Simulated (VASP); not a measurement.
# InO in VASP: further runs

The runs below take InO through single point, with PBEsol.

Program: VASP 6.6.1. These are calculated values, not measurements. Logs are shortened: lines on timing, memory, paths and dates and some standing lists are left out, and cuts for length are marked.

**1. The cell of the first run**

The cell holds a slab with vacuum, 4 atoms: a = 3.250 Å, b = 3.250 Å, c = 17.929 Å, α = 90.00°, β = 90.00°, γ = 120.00°.

**2. Single point, PBEsol**

INCAR

```
ALGO = Normal
EDIFF = 1E-6
ENCUT = 520
GGA = PS
ISIF = 2
ISMEAR = 0
LASPH = True
LCHARG = False
LREAL = False
LWAVE = False
NBANDS = 27
NELM = 60
PREC = Accurate
SIGMA = 0.03
```

KPOINTS

```
k-points
0
Gamma
  12 12 4
```

POSCAR

```
InO
1.0
    3.2499750169      0.0000000000      0.0000000000
   -1.6249875085      2.8145609263      0.0000000000
    0.0000000000      0.0000000000     17.9291077610
In O
2 2
Direct
    0.6666666667      0.3333333333      0.5900210000
    0.6666666667      0.3333333333      0.4099790000
    0.0000000000      0.0000000000      0.6398670000
    0.0000000000      0.0000000000      0.3601330000
```

Potentials or basis: VASP PAW PBE potentials, release 64 (In_d, O).

On the command line:

```
> cat potpaw_PBE.64/In_d/POTCAR potpaw_PBE.64/O/POTCAR > POTCAR
> mpirun -np 1 vasp_std > vasp.out
```

OUTCAR:

```text
EDIFF = 1E-6
   ENCUT = 520
   GGA = PS
   ISIF = 2
   ISMEAR = 0
   LASPH = True
   LREAL = False
   NELM = 60
   PREC = Accurate

 ion  position               nearest neighbor table
   1  0.667  0.333  0.590-   3 2.08   3 2.08   3 2.08   2 3.23
   2  0.667  0.333  0.410-   4 2.08   4 2.08   4 2.08   1 3.23
   3  0.000  0.000  0.640-   1 2.08   1 2.08   1 2.08
   4  0.000  0.000  0.360-   2 2.08   2 2.08   2 2.08

  LATTYP: Found a hexagonal cell.
 ALAT       =     3.2499750169
 C/A-ratio  =     5.5166909492

  Lattice vectors:

 A1 = (   3.2499750169,   0.0000000000,   0.0000000000)
 A2 = (  -1.6249875085,   2.8145609263,   0.0000000000)
 A3 = (   0.0000000000,   0.0000000000,  17.9291077610)

Analysis of symmetry for initial positions (statically):
=====================================================================
 Subroutine PRICEL returns:
 Original cell was already a primitive cell.

 Routine SETGRP: Setting up the symmetry group for a
 hexagonal supercell.

 Subroutine GETGRP returns: Found 12 space group operations
 (whereof 12 operations were pure point group operations)
 out of a pool of 24 trial point group operations.

The static configuration has the point symmetry D_3h.

Analysis of symmetry for dynamics (positions and initial velocities):
=====================================================================
 Subroutine PRICEL returns:
 Original cell was already a primitive cell.

 Routine SETGRP: Setting up the symmetry group for a
 hexagonal supercell.

 Subroutine GETGRP returns: Found 12 space group operations
 (whereof 12 operations were pure point group operations)
 out of a pool of 24 trial point group operations.

The dynamic configuration has the point symmetry D_3h.

 Subroutine INISYM returns: Found 12 space group operations
 (whereof 12 operations are pure point group operations),
 and found     1 'primitive' translations

----------------------------------------------------------------------------------------

                                     Primitive cell

  volume of cell :     164.0021

  direct lattice vectors                    reciprocal lattice vectors
     3.249975017  0.000000000  0.000000000     0.307694673  0.177647602  0.000000000
    -1.624987509  2.814560926  0.000000000     0.000000000  0.355295205  0.000000000
     0.000000000  0.000000000 17.929107761     0.000000000  0.000000000  0.055775224

  length of vectors
     3.249975017  3.249975017 17.929107761     0.355295205  0.355295205  0.055775224

  position of ions in fractional coordinates (direct lattice)
     0.666666667  0.333333333  0.590021000
     0.666666667  0.333333333  0.409979000
     0.000000000  0.000000000  0.639867000
     0.000000000  0.000000000  0.360133000

  ion indices of the primitive-cell ions
   primitive index   ion index
                 1           1
                 2           2
                 3           3
                 4           4

----------------------------------------------------------------------------------------

 KPOINTS: k-points

Automatic generation of k-mesh.
 Grid dimensions read from file:
 generate k-points for:   12   12    4

 Generating k-lattice:

  Cartesian coordinates                     Fractional coordinates (reciprocal lattice)
     0.025641223  0.014803967  0.000000000     0.083333333 -0.000000000  0.000000000
     0.000000000  0.029607934  0.000000000     0.000000000  0.083333333  0.000000000
     0.000000000  0.000000000  0.013943806     0.000000000  0.000000000  0.250000000

  Length of vectors
     0.029607934  0.029607934  0.013943806

  Shift w.r.t. Gamma in fractional coordinates (k-lattice)
     0.000000000  0.000000000  0.000000000

 Subroutine IBZKPT returns following result:
 ===========================================

 Found     57 irreducible k-points:

 Following reciprocal coordinates:
            Coordinates               Weight
  0.000000  0.000000  0.000000      1.000000
  0.083333  0.000000  0.000000      6.000000
  0.166667  0.000000  0.000000      6.000000
  0.250000  0.000000  0.000000      6.000000
  0.333333 -0.000000  0.000000      6.000000
  0.416667 -0.000000  0.000000      6.000000
[... 16 lines left out ...]
  0.250000  0.000000  0.250000     12.000000
  0.333333 -0.000000  0.250000     12.000000
 [... further k-points ...]
   k-points           NKPTS =     57   k-points in BZ     NKDIM =     57   number of bands    NBANDS=     27
   number of dos      NEDOS =    301   number of ions     NIONS =      4
   total plane-waves  NPLWV =  80640
   dimension x,y,z NGX =    24 NGY =   24 NGZ =  140
   dimension x,y,z NGXF=    48 NGYF=   48 NGZF=  280
   ions per type =               2   2
   NGX,Y,Z   is equivalent  to a cutoff of  12.28, 12.28, 12.98 a.u.
   NGXF,Y,Z  is equivalent  to a cutoff of  24.55, 24.55, 25.96 a.u.
 SYSTEM =  unknown system
   PREC   = accura    normal or accurate (medium, high low for compatibility)
   ISTART =      0    job   : 0-new  1-cont  2-samecut
   ICHARG =      2    charge: 1-file 2-atom 10-const
   ISPIN  =      1    spin polarized calculation?
   LNONCOLLINEAR =      F non collinear calculations
   LSORBIT =      F    spin-orbit coupling
   LASPH  =      T    aspherical Exc in radial PAW
   ENCUT  =  520.0 eV  38.22 Ry    6.18 a.u.   6.04  6.04 33.34*2*pi/ulx,y,z
   NELM   =     60;   NELMIN=  2; NELMDL= -5     # of ELM steps
   EDIFF  = 0.1E-05   stopping-criterion for ELM
   LREAL  =      F    real-space projection
   EDIFFG = 0.1E-04   stopping-criterion for IOM
   NSW    =      0    number of steps for IOM
   IBRION =     -1    ionic relax: 0-MD 1-quasi-New 2-CG
   NFREE  =      0    steps in history (QN), initial steepest desc. (CG)
   ISIF   =      2    stress and relaxation
   ISYM   =      2    0-nonsym 1-usesym 2-fastsym
   POTIM  = 0.5000    time-step for ionic-motion
   TEBEG  =    0.0;   TEEND  =   0.0 temperature during run
   PSTRESS=    0.0 pullay stress
   NELECT =      38.0000    total number of electrons
   NUPDOWN=      -1.0000    fix difference up-down
   EMIN   =  10.00;   EMAX   =-10.00  energy-range for DOS
   EFERMI =   0.00;   METHOD = LEGACY
   ISMEAR =     0;   SIGMA  =   0.03  broadening in eV -4-tet -1-fermi 0-gaus
   EFERMI_NEDOS =   21; number of points for ismear=-14 and -15
   IALGO  =     38    algorithm
   IMIX   =      4    mixing-type and parameters
     AMIX     =   0.40;   BMIX     =  1.00
     AMIX_MAG =   1.60;   BMIX_MAG =  1.00
  volume/ion in A,a.u.               =      41.00       276.69
  Fermi-wavevector in a.u.,A,eV,Ry     =   1.005510  1.900138 13.756166  1.011050
  Thomas-Fermi vector in A             =   2.138194
   LORBIT       =      0    0 simple, 1 ext, 2 COOP (PROOUT), +10 PAW based schemes
   GGA     = PS    functional components
   LHFCALC =     F    Hartree Fock is set to
   AEXX    =    0.0000 exact exchange contribution
   IVDW    =     0    specifies the selected vdW correction
   LEPSILON=     F    determine dielectric tensor
   LRPA    =     F    only Hartree local field effects (RPA)
 non-spin polarized calculation
 Gauss-broadening in eV      SIGMA  =   0.03
  energy-cutoff  :      520.00
  volume of cell :      164.00
 maximum number of plane-waves:      4488
   NGX = 13   NGY = 13   NGZ = 67

 number of electron      38.0000019 magnetization

 Free energy of the ion-electron system (eV)
  ---------------------------------------------------
  ext. energy  EPLUGINS =         0.00000000
  ---------------------------------------------------
  free energy    TOTEN  =       -20.32212799 eV

  energy without entropy =      -20.32108066  energy(sigma->0) =      -20.32160432

 E-fermi :  -1.4394     XC(G=0):  -4.7687

 val. band max:       -1.4718008487   @ k =   0.3333   0.2500   0.0000
 cond. band min:      -1.4278576516   @ k =   0.0833   0.0000   0.5000
 fundamental gap:      0.0439431972
 Fermi energy:        -1.4393953568

 k-point     1 :       0.0000    0.0000    0.0000
  band No.  band energies     occupation
      1     -20.1595      2.00000
      2     -20.1512      2.00000
      3     -15.5098      2.00000
      4     -15.5098      2.00000
      5     -15.4968      2.00000
      6     -15.4968      2.00000
[... 19 lines left out ...]
     26       7.9523      0.00000
     27       9.3564      0.00000

 k-point     2 :       0.0833    0.0000    0.0000
  band No.  band energies     occupation
      1     -20.1445      2.00000
      2     -20.1368      2.00000
      3     -15.4962      2.00000
      4     -15.4821      2.00000
      5     -15.4772      2.00000
      6     -15.4688      2.00000
[... 19 lines left out ...]
     26       8.0819      0.00000
     27       8.2102      0.00000

 k-point     3 :       0.1667    0.0000    0.0000
  band No.  band energies     occupation
      1     -20.1067      2.00000
      2     -20.1007      2.00000
      3     -15.4493      2.00000
      4     -15.4171      2.00000
      5     -15.4088      2.00000
      6     -15.3938      2.00000
[... 19 lines left out ...]
     26       6.6394      0.00000
     27       8.0382      0.00000

 k-point     4 :       0.2500    0.0000    0.0000
  band No.  band energies     occupation
      1     -20.0627      2.00000
      2     -20.0585      2.00000
      3     -15.3923      2.00000
      4     -15.3473      2.00000
      5     -15.3208      2.00000
      6     -15.2989      2.00000
[... 19 lines left out ...]
     26       6.9684      0.00000
     27       7.1689      0.00000
[... 516 lines left out ...]
      4     -15.4171      2.00000
      5     -15.4088      2.00000
      6     -15.3938      2.00000
[... 19 lines left out ...]
     26       6.8043      0.00000
     27       8.0396      0.00000

 k-point    23 :       0.2500    0.0000    0.2500
  band No.  band energies     occupation
      1     -20.0628      2.00000
      2     -20.0585      2.00000
      3     -15.3923      2.00000
      4     -15.3473      2.00000
      5     -15.3208      2.00000
      6     -15.2989      2.00000
[... 19 lines left out ...]
     26       6.8130      0.00000
     27       7.4494      0.00000

 k-point    24 :       0.3333   -0.0000    0.2500
  band No.  band energies     occupation
      1     -20.0279      2.00000
      2     -20.0247      2.00000
      3     -15.3859      2.00000
      4     -15.3323      2.00000
      5     -15.2630      2.00000
      6     -15.2262      2.00000
[... 19 lines left out ...]
     26       7.4447      0.00000
     27       7.7580      0.00000

 [... further k-points ...]
[... 5 lines left out ...]
  --------------------------------------------------------------------------------------
  -------------------------------------------------------------------------------------
  Total        4.6337246      4.6337246     -3.5243462     -0.0000000      0.0000000      0.0000000
  in kB       45.2680149     45.2680149    -34.4302195     -0.0000000      0.0000000      0.0000000
  external PRESSURE =      18.7019368 kB  Pullay stress =       0.0000000 kB

 VOLUME and BASIS-vectors are now :
 -----------------------------------------------------------------------------
  energy-cutoff  :      520.00
  volume of cell :      164.00
      direct lattice vectors                 reciprocal lattice vectors
     3.249975017  0.000000000  0.000000000     0.307694673  0.177647602  0.000000000
    -1.624987509  2.814560926  0.000000000     0.000000000  0.355295205  0.000000000
     0.000000000  0.000000000 17.929107761     0.000000000  0.000000000  0.055775224

 POSITION                                       TOTAL-FORCE (eV/Angst)
 -----------------------------------------------------------------------------------
      1.62499      0.93819     10.57855        -0.000000     -0.000000     -1.095735
      1.62499      0.93819      7.35056        -0.000000      0.000000      1.095735
      0.00000      0.00000     11.47224         0.000000      0.000000      0.017346
      0.00000      0.00000      6.45686         0.000000      0.000000     -0.017346
 -----------------------------------------------------------------------------------
    total drift:                               -0.000000      0.000000      0.000000

  FREE ENERGIE OF THE ION-ELECTRON SYSTEM (eV)
  ---------------------------------------------------
  free  energy   TOTEN  =       -20.3221279864 eV

  energy  without entropy=      -20.3210806631  energy(sigma->0) =      -20.32160432
```

Wall time 6.6 min (1 thread of Intel Xeon 8259CL, shared host); peak memory 0.4 GiB.

What came out:

* Free energy: -20.3221 eV
* Largest force: 1.096 eV/Å
* Band gap on the k mesh: zero (bands 19 and 20 overlap by 0.44 eV)

Forces in eV/Å, atoms in the order of the input:
```
In   0.000  0.000 -1.096
In   0.000  0.000  1.096
O    0.000  0.000  0.017
O    0.000  0.000 -0.017
```

Caveat: the PAW data sets were made with another functional, which shifts forces and pressure a little; spin-orbit coupling is left out, which moves the levels of the heavy elements.

**3. Single point, PBEsol**

This run uses another cell than the first one, of the same volume but with other edges.

INCAR

```
SYSTEM = InO
ALGO = Normal
EDIFF = 1E-7
ENCUT = 520
GGA = PS
ISIF = 2
ISMEAR = 0
LASPH = .True.
LCHARG = .False.
LREAL = .False.
LWAVE = .False.
NBANDS = 27
NELM = 80
PREC = Accurate
SIGMA = 0.03
```

KPOINTS

```
k-points
0
Gamma
  12 12 4
  0 0 0
```

POSCAR

```
InO
1.0
    3.3456169015      0.0000000000      0.0000000000
   -1.6728084508      2.8973892280      0.0000000000
    0.0000000000      0.0000000000     16.9186732734
In O
2 2
Direct
    0.6666666667      0.3333333333      0.5900210000
    0.6666666667      0.3333333333      0.4099790000
    0.0000000000      0.0000000000      0.6398670000
    0.0000000000      0.0000000000      0.3601330000
```

Potentials or basis: VASP PAW PBE potentials, release 64 (In_d, O).

On the command line:

```
> cat potpaw_PBE.64/In_d/POTCAR potpaw_PBE.64/O/POTCAR > POTCAR
> mpirun -np 1 vasp_std > vasp.out
```

Run time: 9.7 min. Hardware: 1 thread of Intel Xeon 8259CL, shared host; peak memory 0.43 GiB.

Results (log left out):

* Free energy: -20.6810 eV
* Largest force: 0.683 eV/Å
* Band gap on the k mesh: zero (filled and empty bands overlap)

Forces in eV/Å, atoms in the order of the input:
```
In   0.000  0.000 -0.683
In   0.000  0.000  0.683
O    0.000  0.000 -0.127
O    0.000  0.000  0.127
```

Levels at points of the mesh, in eV from the Fermi level:
```
           k point  band 16  band 17  band 18  band 19  band 20  band 21  band 22  band 23
(0.00, 0.00, 0.00)    -2.05    -2.03    -2.03    -1.19    -0.01     2.92     5.87     6.08
(0.50, 0.00, 0.00)    -2.98    -2.91    -2.61    -0.44     1.99     3.72     4.55     6.95
(0.00, 0.00, 0.50)    -2.05    -2.03    -2.03    -1.19    -0.01     2.92     5.75     6.47
(0.50, 0.00, 0.50)    -2.98    -2.91    -2.61    -0.44     1.99     3.72     4.55     6.95
```

Caveat: the PAW data sets were made with another functional, which shifts forces and pressure a little; spin-orbit coupling is left out, which moves the levels of the heavy elements.

**4. Single point, PBEsol**

This run uses another cell than the first one, of the same volume but with other edges.

INCAR

```
SYSTEM = InO
PREC = Accurate
ENCUT = 520
EDIFF = 1E-7
ISMEAR = 0
SIGMA = 0.03
LREAL = .FALSE.
LASPH = .TRUE.
NELM = 80
ALGO = Normal
ISIF = 2
LWAVE = .FALSE.
LCHARG = .TRUE.
GGA = PS
LELF = .TRUE.
LVHAR = .TRUE.
NBANDS = 27
```

KPOINTS

```
regular mesh
0
G
  12 12 4
  0 0 0
```

POSCAR

```
InO
1.0
    3.1644093112      0.0000000000      0.0000000000
   -1.5822046556      2.7404588514      0.0000000000
    0.0000000000      0.0000000000     18.9118238907
In O
2 2
Direct
    0.6666666667      0.3333333333      0.5900210000
    0.6666666667      0.3333333333      0.4099790000
    0.0000000000      0.0000000000      0.6398670000
    0.0000000000      0.0000000000      0.3601330000
```

On the command line:

```
> cat potpaw_PBE.64/In_d/POTCAR potpaw_PBE.64/O/POTCAR > POTCAR
> mpirun -np 1 vasp_std > vasp.out
```

Run time: 7.5 min. Hardware: 1 thread of Intel Xeon 8259CL, shared host; peak memory 0.4 GiB.

Results (log left out):

| Quantity | Value |
| --- | --- |
| Free energy | -19.8156 eV |
| Largest force | 1.165 eV/Å |
| Band gap on the k mesh | zero (bands 19 and 20 overlap by 0.87 eV) |

Forces on the atoms (eV/Å):
```
In   0.000  0.000 -1.165
In   0.000  0.000  1.165
O    0.000  0.000  0.150
O    0.000  0.000 -0.150
```

Levels at points of the mesh, in eV from the Fermi level:
```
           k point  band 17  band 18  band 19  band 20  band 21  band 22
(0.00, 0.00, 0.00)    -2.22    -2.22    -1.83    -0.58     2.79     5.27
(0.50, 0.00, 0.00)    -3.17    -3.14    -0.52     1.74     2.72     3.75
(0.00, 0.00, 0.50)    -2.22    -2.22    -1.83    -0.58     2.79     5.26
(0.50, 0.00, 0.50)    -3.17    -3.14    -0.52     1.74     2.72     3.75
```

Caveat: the PAW data sets were made with another functional, which shifts forces and pressure a little; spin-orbit coupling is left out, which moves the levels of the heavy elements.

(Continued in part 2 of 2.)
